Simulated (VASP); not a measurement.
Input of a VASP 6.6.1 run:

File POSCAR:

```
MoS2
1.0
    3.2058030729      0.0000000000      0.0000000000
   -1.6029015365      2.7763069006      0.0000000000
    0.0000000000      0.0000000000      6.2701065500
Mo S
1 2
Direct
    0.0000000000      0.0000000000      0.5000000000
    0.6666666667      0.3333333333      0.7446806800
    0.3333333333      0.6666666667      0.2553193200
```

The input INCAR.step1:

```
PREC = Accurate
ENCUT = 520
ISMEAR = -1
SIGMA = 0.05
LREAL = F
LASPH = T
NELM = 80
NBANDS = 20
GGA = PE
ALGO = Normal
EDIFF = 1E-4
LWAVE = T
LCHARG = F
```

INCAR.step2

```
PREC = Accurate
ENCUT = 520
EDIFF = 1E-6
ISMEAR = -1
SIGMA = 0.05
LREAL = F
LASPH = T
NELM = 80
ALGO = Normal
ISIF = 2
LWAVE = F
LCHARG = F
METAGGA = R2SCAN
LMIXTAU = T
LUSE_VDW = T
IVDW_NL = 2
BPARAM = 11.95
CPARAM = 0.0093
NBANDS = 20
ISTART = 1
```

KPOINTS

```
regular mesh
0
Gamma
  9 9 4
```

Potentials or basis: VASP PAW PBE potentials, release 64 (Mo_sv, S).

Command:

```sh
$ cat potpaw_PBE.64/Mo_sv/POTCAR potpaw_PBE.64/S/POTCAR > POTCAR
$ cp INCAR.step1 INCAR
$ mpirun -np 1 vasp_std > vasp.out
$ cp INCAR.step2 INCAR
$ mpirun -np 1 vasp_std > vasp.out
```

**Question.** What does it give for the band gap on the k mesh?

**Answer.** Zero (bands 13 and 14 overlap by 1.20 eV).

**Question.** Estimate the largest force.

**Answer.** 0.489 eV/Å.

**Question.** Estimate the pressure.

**Answer.** 1.9 GPa.

Stress tensor (GPa, compression positive):
```
1.55 0.00 0.00
0.00 1.55 0.00
0.00 0.00 2.60
```

Caveat: the PAW data sets were made with another functional, which shifts forces and pressure a little.
